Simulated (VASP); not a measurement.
Runs of VASP 6.6.1 on ZnAu. The structure is that of space group Pm-3m (No. 221), or close to it. The cells are those of the table. 

```csv
task,level,potentials or basis,spin,cell,k mesh,cutoff (eV),smearing,k mesh for the DOS,occupations for the DOS,gap on the mesh (eV),pressure (GPa)
single point,PBE,"VASP PAW PBE potentials, release 64 (Zn, Au)",off,"a = 3.147 Å, 2 atoms",13 × 13 × 13,500,fermi-dirac 0.05 eV,-,-,none,5.0
electric field gradients,PBE,"VASP PAW PBE potentials, release 64 (Zn, Au)",off,"a = 3.083 Å, 2 atoms",13 × 13 × 13,520,fermi-dirac 0.05 eV,-,-,none,15.3
electric field gradients,PBE,"VASP PAW PBE potentials, release 64 (Zn, Au)",off,"a = 3.115 Å, 2 atoms",13 × 13 × 13,520,fermi-dirac 0.05 eV,-,-,none,(b)
single point,PBE,"VASP PAW PBE potentials, release 64 (Zn, Au)",off,"a = 3.209 Å, 2 atoms",13 × 13 × 13,520,fermi-dirac 0.05 eV,-,-,none,-2.3
single point,PBE,"VASP PAW PBE potentials, release 64 (Zn, Au)",off,"a = 3.083 Å, 2 atoms",13 × 13 × 13,520,fermi-dirac 0.05 eV,-,-,none,15.3
electric field gradients,PBE,"VASP PAW PBE potentials, release 64 (Zn, Au)",off,"a = 3.147 Å, 2 atoms",13 × 13 × 13,520,fermi-dirac 0.05 eV,-,-,none,5.0
electric field gradients,PBE,"VASP PAW PBE potentials, release 64 (Zn, Au)",off,"a = 3.178 Å, 2 atoms",13 × 13 × 13,520,fermi-dirac 0.05 eV,-,-,none,(a)
single point,LDA,"VASP PAW LDA potentials, release 64 (Zn, Au)",off,"a = 3.147 Å, 2 atoms",13 × 13 × 13,500,fermi-dirac 0.05 eV,-,-,none,-6.3
single point,PBE,"VASP PAW PBE potentials, release 64 (Zn, Au)","non-collinear, zero start, SOC","a = 3.147 Å, 2 atoms",13 × 13 × 13,500,fermi-dirac 0.05 eV,-,-,-,4.4
single point,LDA,"VASP PAW LDA potentials, release 64 (Zn, Au)",off,"a = 3.147 Å, 2 atoms","13 × 13 × 13, shifted",500,tetrahedron,-,-,none,-6.3
electric field gradients,LDA,"VASP PAW LDA potentials, release 64 (Zn, Au)",off,"a = 3.147 Å, 2 atoms",13 × 13 × 13,400,fermi-dirac 0.05 eV,-,-,none,-6.5
```

Problem. Estimate the missing entries.

Solution. (a) 1.1; (b) 9.7.

Caveats: spin-orbit coupling is left out, which moves the levels of the heavy elements (some runs); tetrahedron occupations give inexact forces and stress in metals (some runs).

A k mesh can miss the band edges, and rows without SOC leave out spin-orbit coupling on Au.

A gap of «none» marks levels without a gap at the run's occupations.
